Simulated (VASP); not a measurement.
Runs of VASP 6.6.1 on TiAl. The structure is that of space group P4/mmm (No. 123), or close to it. The cells are those of the table. 

| cell | gap on the mesh (eV) | pressure (GPa) |
| --- | --- | --- |
| a = 3.038, b = 3.468, c = 3.124 Å, 2 atoms | none | -7.9 |
| a = 3.296, b = 3.382, c = 3.124 Å, 2 atoms | none | -12.5 |
| a = 3.382, b = 3.468, c = 3.124 Å, 2 atoms | none | (a) |
| a = 3.210, b = 3.468, c = 3.124 Å, 2 atoms | none | -12.4 |
| a = 3.210, b = 3.382, c = 3.124 Å, 2 atoms | none | (b) |

Alike in all rows: task single point; level LDA; potentials or basis VASP PAW LDA potentials, release 64 (Ti_sv, Al); no spin polarisation; k mesh 14 × 14 × 14; cutoff (eV) 520; smearing gaussian 0.15 eV.

Task: Fill in the values left out.

Result: (a) -15.6; (b) -10.5.

Caveats: the cell stands under tension (at least some runs); the stress differs along the axes, from -11 to -3 GPa (at least some runs); the stress differs along the axes, from -15 to -8 GPa (at least some runs); the stress differs along the axes, from -12 to -7 GPa (at least some runs).

A gap of «none» marks levels without a gap at the run's occupations.
